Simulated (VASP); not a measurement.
# BN (P6_3mc) in VASP: notebook

Runs on BN. Level: r2SCAN. Tasks: relaxation of shape and atoms at fixed volume, single point, relaxation of cell and atoms.

Program: VASP 6.6.1. These are calculated values, not measurements. Logs are shortened: lines on timing, memory, paths and dates and some standing lists are left out, and cuts for length are marked.

## Step 1: The cell of the first run

Symmetry: P6_3mc, No. 186, hexagonal system. The conventional cell has a = 2.465 Å, b = 2.465 Å, c = 4.079 Å, α = 90.00°, β = 90.00°, γ = 120.00°. Within 2.0 Å of B (site symmetry 3m) lie 4 N at 1.51 to 1.53 Å. Within 2.0 Å of N (site symmetry 3m) lie 4 B at 1.51 to 1.53 Å.

## Step 2: Relaxation of shape and atoms at fixed volume, r2SCAN (volume scaled by 0.91)

File POSCAR:

```
BN
1.0
    2.4648795833      0.0000000000      0.0000000000
   -1.2324397916      2.1346483364      0.0000000000
    0.0000000000      0.0000000000      4.0787037945
B N
2 2
Direct
    0.6666666667      0.3333333333      0.9995787065
    0.3333333333      0.6666666667      0.4995787065
    0.6666666667      0.3333333333      0.6254212935
    0.3333333333      0.6666666667      0.1254212935
```

File INCAR.step1:

```
SYSTEM = BN
ALGO = Normal
EDIFF = 1E-4
ENCUT = 600
GGA = PE
ISMEAR = 0
LASPH = .True.
LCHARG = .False.
LREAL = .False.
LWAVE = .True.
NELM = 100
PREC = Accurate
SIGMA = 0.02
```

File INCAR.step2:

```
SYSTEM = BN
ALGO = Normal
EDIFF = 1E-6
EDIFFG = -0.01
ENCUT = 600
IBRION = 2
ISIF = 4
ISMEAR = 0
ISTART = 1
LASPH = .True.
LCHARG = .False.
LMIXTAU = .True.
LREAL = .False.
LWAVE = .False.
METAGGA = R2SCAN
NELM = 100
NSW = 50
PREC = Accurate
SIGMA = 0.02
```

File KPOINTS:

```
k-points
0
Gamma
  12 12 6
  0 0 0
```

Potentials or basis: VASP PAW PBE potentials, release 64 (B, N).

Started as:

```sh
$ cat potpaw_PBE.64/B/POTCAR potpaw_PBE.64/N/POTCAR > POTCAR
$ cp INCAR.step1 INCAR
$ mpirun -np 1 vasp_std > vasp.out
$ cp INCAR.step2 INCAR
$ mpirun -np 1 vasp_std > vasp.out
```

OUTCAR:

```text
SYSTEM = BN
   EDIFF = 1E-6
   EDIFFG = -0.01
   ENCUT = 600
   IBRION = 2
   ISIF = 4
   ISMEAR = 0
   ISTART = 1
   LASPH = .True.
   LREAL = .False.
   METAGGA = R2SCAN
   NELM = 100
   NSW = 50
   PREC = Accurate

 ion  position               nearest neighbor table
   1  0.667  0.333  1.000-   4 1.51   4 1.51   4 1.51   3 1.53
   2  0.333  0.667  0.500-   3 1.51   3 1.51   3 1.51   4 1.53
   3  0.667  0.333  0.625-   2 1.51   2 1.51   2 1.51   1 1.53
   4  0.333  0.667  0.125-   1 1.51   1 1.51   1 1.51   2 1.53

  LATTYP: Found a hexagonal cell.
 ALAT       =     2.4648795833
 C/A-ratio  =     1.6547274042

  Lattice vectors:

 A1 = (   2.4648795833,   0.0000000000,   0.0000000000)
 A2 = (  -1.2324397916,   2.1346483364,   0.0000000000)
 A3 = (   0.0000000000,   0.0000000000,   4.0787037945)

Analysis of symmetry for initial positions (statically):
=====================================================================
 Subroutine PRICEL returns:
 Original cell was already a primitive cell.

 Routine SETGRP: Setting up the symmetry group for a
 hexagonal supercell.

 Subroutine GETGRP returns: Found 12 space group operations
 (whereof  6 operations were pure point group operations)
 out of a pool of 24 trial point group operations.

The static configuration has the point symmetry C_3v.
 The point group associated with its full space group is C_6v.

Analysis of symmetry for dynamics (positions and initial velocities):
=====================================================================
 Subroutine PRICEL returns:
 Original cell was already a primitive cell.

 Routine SETGRP: Setting up the symmetry group for a
 hexagonal supercell.

 Subroutine GETGRP returns: Found 12 space group operations
 (whereof  6 operations were pure point group operations)
 out of a pool of 24 trial point group operations.

The dynamic configuration has the point symmetry C_3v.
 The point group associated with its full space group is C_6v.

 Subroutine INISYM returns: Found 12 space group operations
 (whereof  6 operations are pure point group operations),
 and found     1 'primitive' translations

----------------------------------------------------------------------------------------

                                     Primitive cell

  volume of cell :      21.4607

  direct lattice vectors                    reciprocal lattice vectors
     2.464879583  0.000000000  0.000000000     0.405699332  0.234230618  0.000000000
    -1.232439792  2.134648336  0.000000000     0.000000000  0.468461237  0.000000000
     0.000000000  0.000000000  4.078703794     0.000000000  0.000000000  0.245175931

  length of vectors
     2.464879583  2.464879583  4.078703794     0.468461237  0.468461237  0.245175931

  position of ions in fractional coordinates (direct lattice)
     0.666666667  0.333333333  0.999578707
     0.333333333  0.666666667  0.499578707
     0.666666667  0.333333333  0.625421293
     0.333333333  0.666666667  0.125421293

  ion indices of the primitive-cell ions
   primitive index   ion index
                 1           1
                 2           2
                 3           3
                 4           4

----------------------------------------------------------------------------------------

 KPOINTS: k-points

Automatic generation of k-mesh.
 Grid dimensions read from file:
 generate k-points for:   12   12    6

 Generating k-lattice:

  Cartesian coordinates                     Fractional coordinates (reciprocal lattice)
     0.033808278  0.019519218  0.000000000     0.083333333 -0.000000000  0.000000000
     0.000000000  0.039038436  0.000000000     0.000000000  0.083333333  0.000000000
     0.000000000  0.000000000  0.040862655     0.000000000  0.000000000  0.166666667

  Length of vectors
     0.039038436  0.039038436  0.040862655

  Shift w.r.t. Gamma in fractional coordinates (k-lattice)
     0.000000000  0.000000000  0.000000000

 Subroutine IBZKPT returns following result:
 ===========================================

 Found     76 irreducible k-points:

 Following reciprocal coordinates:
            Coordinates               Weight
  0.000000  0.000000  0.000000      1.000000
  0.083333  0.000000  0.000000      6.000000
  0.166667 -0.000000  0.000000      6.000000
  0.250000 -0.000000  0.000000      6.000000
  0.333333 -0.000000  0.000000      6.000000
  0.416667 -0.000000  0.000000      6.000000
[... 16 lines left out ...]
  0.250000 -0.000000  0.166667     12.000000
  0.333333 -0.000000  0.166667     12.000000
 [... further k-points ...]
   k-points           NKPTS =     76   k-points in BZ     NKDIM =     76   number of bands    NBANDS=     12
   number of dos      NEDOS =    301   number of ions     NIONS =      4
   total plane-waves  NPLWV =  14400
   dimension x,y,z NGX =    20 NGY =   20 NGZ =   36
   dimension x,y,z NGXF=    40 NGYF=   40 NGZF=   72
   ions per type =               2   2
   NGX,Y,Z   is equivalent  to a cutoff of  13.49, 13.49, 14.67 a.u.
   NGXF,Y,Z  is equivalent  to a cutoff of  26.98, 26.98, 29.35 a.u.
 SYSTEM =  BN
   PREC   = accura    normal or accurate (medium, high low for compatibility)
   ISTART =      1    job   : 0-new  1-cont  2-samecut
   ICHARG =      0    charge: 1-file 2-atom 10-const
   ISPIN  =      1    spin polarized calculation?
   LNONCOLLINEAR =      F non collinear calculations
   LSORBIT =      F    spin-orbit coupling
   LASPH  =      T    aspherical Exc in radial PAW
   ENCUT  =  600.0 eV  44.10 Ry    6.64 a.u.   4.92  4.92  8.15*2*pi/ulx,y,z
   NELM   =    100;   NELMIN=  2; NELMDL=  0     # of ELM steps
   EDIFF  = 0.1E-05   stopping-criterion for ELM
   LREAL  =      F    real-space projection
   EDIFFG = -.1E-01   stopping-criterion for IOM
   NSW    =     50    number of steps for IOM
   IBRION =      2    ionic relax: 0-MD 1-quasi-New 2-CG
   NFREE  =      1    steps in history (QN), initial steepest desc. (CG)
   ISIF   =      4    stress and relaxation
   ISYM   =      2    0-nonsym 1-usesym 2-fastsym
   POTIM  = 0.5000    time-step for ionic-motion
   TEBEG  =    0.0;   TEEND  =   0.0 temperature during run
   PSTRESS=    0.0 pullay stress
   NELECT =      16.0000    total number of electrons
   NUPDOWN=      -1.0000    fix difference up-down
   EMIN   =  10.00;   EMAX   =-10.00  energy-range for DOS
   EFERMI =   0.00;   METHOD = LEGACY
   ISMEAR =     0;   SIGMA  =   0.02  broadening in eV -4-tet -1-fermi 0-gaus
   EFERMI_NEDOS =   21; number of points for ismear=-14 and -15
   IALGO  =     38    algorithm
   IMIX   =      4    mixing-type and parameters
     AMIX     =   0.40;   BMIX     =  1.00
     AMIX_MAG =   1.60;   BMIX_MAG =  1.00
  volume/ion in A,a.u.               =       5.37        36.21
  Fermi-wavevector in a.u.,A,eV,Ry     =   1.484454  2.805211 29.981850  2.203604
  Thomas-Fermi vector in A             =   2.597989
   LORBIT       =      0    0 simple, 1 ext, 2 COOP (PROOUT), +10 PAW based schemes
   METAGGA = R2SCAN    functional components
   LHFCALC =     F    Hartree Fock is set to
   AEXX    =    0.0000 exact exchange contribution
   IVDW    =     0    specifies the selected vdW correction
   LEPSILON=     F    determine dielectric tensor
   LRPA    =     F    only Hartree local field effects (RPA)
 conjugate gradient relaxation of ions
 non-spin polarized calculation
 Gauss-broadening in eV      SIGMA  =   0.02
  energy-cutoff  :      600.00
  volume of cell :       21.46
 maximum number of plane-waves:       756
 NGX is ok and might be reduce to    20
   NGX =  9   NGY =  9   NGZ = 17

--------------------------------------- Ionic step        1  -------------------------------------------

 number of electron      15.9999998 magnetization

 Free energy of the ion-electron system (eV)
  ---------------------------------------------------
  ext. energy  EPLUGINS =         0.00000000
  ---------------------------------------------------
  free energy    TOTEN  =       -37.97938408 eV

  energy without entropy =      -37.97938408  energy(sigma->0) =      -37.97938408

------------------------ aborting loop because EDIFF is reached ----------------------------------------

  FORCE on cell =-STRESS in cart. coord.  units (eV):
  Direction    XX          YY          ZZ          XY          YZ          ZX
  --------------------------------------------------------------------------------------
  -------------------------------------------------------------------------------------
  Total        6.0677112      6.0677112      6.1005578      0.0000000      0.0000000      0.0000000
  in kB      452.9927685    452.9927685    455.4449784      0.0000000      0.0000000      0.0000000
  external PRESSURE =     453.8101718 kB  Pullay stress =       0.0000000 kB
[... 61 lines left out ...]
  energy  without entropy=      -37.9793096222  energy(sigma->0) =      -37.97930962

--------------------------------------- Ionic step        3  -------------------------------------------

 number of electron      15.9999998 magnetization

 Free energy of the ion-electron system (eV)
  ---------------------------------------------------
  ext. energy  EPLUGINS =         0.00000000
  ---------------------------------------------------
  free energy    TOTEN  =       -37.97942235 eV

  energy without entropy =      -37.97942235  energy(sigma->0) =      -37.97942235

 E-fermi :   8.8757     XC(G=0): -14.1536

 val. band max:        8.6729310994   @ k =   0.0000   0.0000   0.0000
 cond. band min:      14.1848414905   @ k =   0.3333   0.3333   0.0000
 fundamental gap:      5.5119103911
 Fermi energy:         8.8756991323

 k-point     1 :       0.0000    0.0000    0.0000
  band No.  band energies     occupation
      1     -13.9981      2.00000
      2      -9.2998      2.00000
      3      -3.6420      2.00000
      4       6.2391      2.00000
      5       6.2391      2.00000
      6       8.3136      2.00000
      7       8.6729      2.00000
      8       8.6729      2.00000
      9      18.1289      0.00000
     10      18.1289      0.00000
     11      18.5218      0.00000
     12      20.1300      0.00000
[... 331 lines left out ...]
 k-point    24 :       0.3333   -0.0000    0.1667
  band No.  band energies     occupation
      1     -11.2533      2.00000
      2      -8.1108      2.00000
      3      -1.2653      2.00000
      4       0.3562      2.00000
      5       1.9956      2.00000
      6       3.7460      2.00000
      7       5.7856      2.00000
      8       6.4955      2.00000
      9      16.5406      0.00000
     10      18.0938      0.00000
     11      20.9717      0.00000
     12      21.2028      0.00000

 [... further k-points ...]
[... 5 lines left out ...]
  --------------------------------------------------------------------------------------
  -------------------------------------------------------------------------------------
  Total        6.0682595      6.0682595      6.0956467      0.0000000     -0.0000000     -0.0000000
  in kB      453.0337051    453.0337050    455.0783337      0.0000000     -0.0000000     -0.0000000
  external PRESSURE =     453.7152479 kB  Pullay stress =       0.0000000 kB
[... 19 lines left out ...]
  FREE ENERGIE OF THE ION-ELECTRON SYSTEM (eV)
  ---------------------------------------------------
  free  energy   TOTEN  =       -37.9794223517 eV

  energy  without entropy=      -37.9794223517  energy(sigma->0) =      -37.97942235

 reached required accuracy - stopping structural energy minimisation
```

Wall time 2.6 min (1 thread of Intel Xeon 6975P-C (Granite Rapids), shared host); peak memory 0.15 GiB.

What came out:

| Property | Result |
| --- | --- |
| Free energy | -37.9794 eV |
| Energy gained by relaxing | 0.0 meV/atom |
| Ionic steps | 3 |
| Pressure after relaxing | 45.4 GPa |
| Band gap on the k mesh | 5.51 eV, indirect (least direct gap 9.42 eV) |

Final structure:
```cif
data_structure
_symmetry_space_group_name_H-M 'P 1'
_symmetry_Int_Tables_number 1
_cell_length_a 2.4648
_cell_length_b 2.4648
_cell_length_c 4.0791
_cell_angle_alpha 90.000
_cell_angle_beta 90.000
_cell_angle_gamma 120.000
_cell_volume 21.46
loop_
_atom_site_label
_atom_site_type_symbol
_atom_site_fract_x
_atom_site_fract_y
_atom_site_fract_z
_atom_site_occupancy
B1 B 0.66667 0.33333 0.99944 1
B2 B 0.33333 0.66667 0.49944 1
N1 N 0.66667 0.33333 0.62556 1
N2 N 0.33333 0.66667 0.12556 1
```

Levels at points of the mesh, in eV from the valence-band top:
```csv
k point,band 4,band 5,band 6,band 7,band 8,band 9,band 10,band 11,band 12
"(0.00, 0.00, 0.00)",-2.43,-2.43,-0.36,0.00,0.00,9.46,9.46,9.85,11.46
"(0.50, 0.00, 0.00)",-8.77,-7.81,-5.71,-5.07,-2.41,7.65,8.88,11.83,13.09
"(0.00, 0.00, 0.50)",-6.44,-1.35,-1.35,-1.35,-1.35,11.17,11.17,11.20,11.20
"(0.50, 0.00, 0.50)",-11.28,-4.32,-4.32,-4.10,-4.10,7.55,7.55,11.38,11.38
```

Caveat: the cell differs from its parent crystal (volume scaled by 0.91); the PAW data sets were made with another functional, which shifts forces and pressure a little. A k mesh can miss the band edges.

## Step 3: Relaxation of shape and atoms at fixed volume, r2SCAN (volume scaled by 0.94)

File POSCAR:

```
BN
1.0
    2.4919162802      0.0000000000      0.0000000000
   -1.2459581401      2.1580628027      0.0000000000
    0.0000000000      0.0000000000      4.1222388164
B N
2 2
Direct
    0.6666666667      0.3333333333      0.9996810283
    0.3333333333      0.6666666667      0.4996810283
    0.6666666667      0.3333333333      0.6253189717
    0.3333333333      0.6666666667      0.1253189717
```

File INCAR.step1:

```
SYSTEM = BN
PREC = Accurate ; ENCUT = 600
ISMEAR = 0 ; SIGMA = 0.02
LREAL = .False. ; LASPH = .True.
NELM = 100 ; GGA = PE
ALGO = Normal ; EDIFF = 1E-4
LWAVE = .True. ; LCHARG = .False.
```

File INCAR.step2:

```
SYSTEM = BN
PREC = Accurate ; ENCUT = 600
EDIFF = 1E-7 ; ISMEAR = 0
SIGMA = 0.02 ; LREAL = .False.
LASPH = .True. ; NELM = 100
ALGO = Normal ; ISIF = 4
LWAVE = .False. ; LCHARG = .False.
METAGGA = R2SCAN ; LMIXTAU = .True.
IBRION = 2 ; NSW = 50
EDIFFG = -0.01 ; ISTART = 1
```

File KPOINTS:

```
regular mesh
0
Gamma
  12 12 6
  0 0 0
```

Potentials or basis: VASP PAW PBE potentials, release 64 (B, N).

Started as:

```sh
$ cat potpaw_PBE.64/B/POTCAR potpaw_PBE.64/N/POTCAR > POTCAR
$ cp INCAR.step1 INCAR
$ mpirun -np 1 vasp_std > vasp.out
$ cp INCAR.step2 INCAR
$ mpirun -np 1 vasp_std > vasp.out
```

It took 2.8 min on 1 thread of Intel Xeon 6975P-C (Granite Rapids), shared host; peak memory 0.15 GiB.

The run converged. Its results:

- Free energy: -38.1434 eV
- Energy gained by relaxing: 0.0 meV/atom
- Ionic steps: 3
- Pressure after relaxing: 28.5 GPa
- Band gap on the k mesh: 5.59 eV, indirect (least direct gap 9.28 eV)

Stress tensor (GPa, compression positive):
```
28.49  0.00  0.00
 0.00 28.49  0.00
 0.00  0.00 28.63
```

Final structure:
```
CELL_PARAMETERS angstrom
2.49177 0.00000 0.00000
-1.24589 2.15794 0.00000
0.00000 0.00000 4.12271
ATOMIC_POSITIONS crystal
B 0.66667 0.33333 0.99955
B 0.33333 0.66667 0.49955
N 0.66667 0.33333 0.62545
N 0.33333 0.66667 0.12545
```

Levels at points of the mesh, in eV from the valence-band top:
```
           k point  band 5  band 6  band 7  band 8  band 9  band 10  band 11  band 12
(0.00, 0.00, 0.00)   -2.36   -0.33    0.00    0.00    9.32     9.32     9.67    11.02
(0.50, 0.00, 0.00)   -7.60   -5.53   -4.88   -2.33    7.53     8.79    11.67    12.81
(0.00, 0.00, 0.50)   -1.30   -1.30   -1.30   -1.30   10.85    10.85    11.02    11.02
(0.50, 0.00, 0.50)   -4.18   -4.18   -3.97   -3.97    7.43     7.43    11.15    11.15
```

Caveat: the cell differs from its parent crystal (volume scaled by 0.94); the PAW data sets were made with another functional, which shifts forces and pressure a little. A k mesh can miss the band edges.

## Step 4: Single point, r2SCAN

This run uses another cell than the first one, of 5.90 Å³/atom, 1.099 times its volume.

File POSCAR:

```
BN
1.0
    2.5439665246      0.0000000000      0.0000000000
   -1.2719832623      2.2031396367      0.0000000000
    0.0000000000      0.0000000000      4.2077449334
B N
2 2
Direct
    0.6666666667      0.3333333333      0.9997995909
    0.3333333333      0.6666666667      0.4997995909
    0.6666666667      0.3333333333      0.6252004091
    0.3333333333      0.6666666667      0.1252004091
```

File INCAR.step1:

```
PREC     = Accurate       # precision mode
ENCUT    = 520            # plane-wave cutoff, eV
ISMEAR   = 0              # smearing method
SIGMA    = 0.02           # smearing width, eV
LREAL    = False          # projectors in reciprocal space
LASPH    = True           # aspherical terms in the spheres
NELM     = 80             # most SCF steps
NBANDS   = 16             # bands
GGA      = PE             # functional
ALGO     = Normal         # electronic algorithm
EDIFF    = 1E-4           # SCF threshold, eV
LWAVE    = True           # write WAVECAR
LCHARG   = False          # write CHGCAR
```

File INCAR.step2:

```
PREC     = Accurate       # precision mode
ENCUT    = 520            # plane-wave cutoff, eV
EDIFF    = 1E-6           # SCF threshold, eV
ISMEAR   = 0              # smearing method
SIGMA    = 0.02           # smearing width, eV
LREAL    = False          # projectors in reciprocal space
LASPH    = True           # aspherical terms in the spheres
NELM     = 80             # most SCF steps
ALGO     = Normal         # electronic algorithm
ISIF     = 2              # what is computed and relaxed
LWAVE    = False          # write WAVECAR
LCHARG   = True           # write CHGCAR
METAGGA  = R2SCAN         # meta-GGA
LMIXTAU  = True         
LELF     = True           # ELF
LVHAR    = True         
NBANDS   = 16             # bands
ISTART   = 1
```

File KPOINTS:

```
Automatic mesh
0
Gamma
  12 12 6
```

Started as:

```sh
$ cat potpaw_PBE.64/B/POTCAR potpaw_PBE.64/N/POTCAR > POTCAR
$ cp INCAR.step1 INCAR
$ mpirun -np 1 vasp_std > vasp.out
$ cp INCAR.step2 INCAR
$ mpirun -np 1 vasp_std > vasp.out
```

It took 1.8 min on 1 thread of Intel Xeon 6975P-C, shared host; peak memory 0.15 GiB.

The run converged. Its results:

```yaml
Free_energy: -38.2662 eV
Pressure: 1.1 GPa
Largest_force: 0.003 eV/Å
Band_gap_on_the_k_mesh: 5.72 eV, indirect (least direct gap 8.98 eV)
```

Forces on the atoms (eV/Å):
```
B    0.000  0.000 -0.003
B    0.000  0.000 -0.003
N    0.000  0.000  0.003
N    0.000  0.000  0.003
```

Levels at points of the mesh, in eV from the valence-band top:
```tsv
k point	band 6	band 7	band 8	band 9	band 10	band 11
(0.00, 0.00, 0.00)	-0.27	0.00	0.00	9.08	9.08	9.31
(0.50, 0.00, 0.00)	-5.19	-4.53	-2.20	7.30	8.60	11.38
(0.00, 0.00, 0.50)	-1.22	-1.22	-1.22	10.25	10.25	10.69
(0.50, 0.00, 0.50)	-3.92	-3.73	-3.73	7.20	7.20	10.72
```

Caveat: the PAW data sets were made with another functional, which shifts forces and pressure a little.

[end of part 1 of 2]
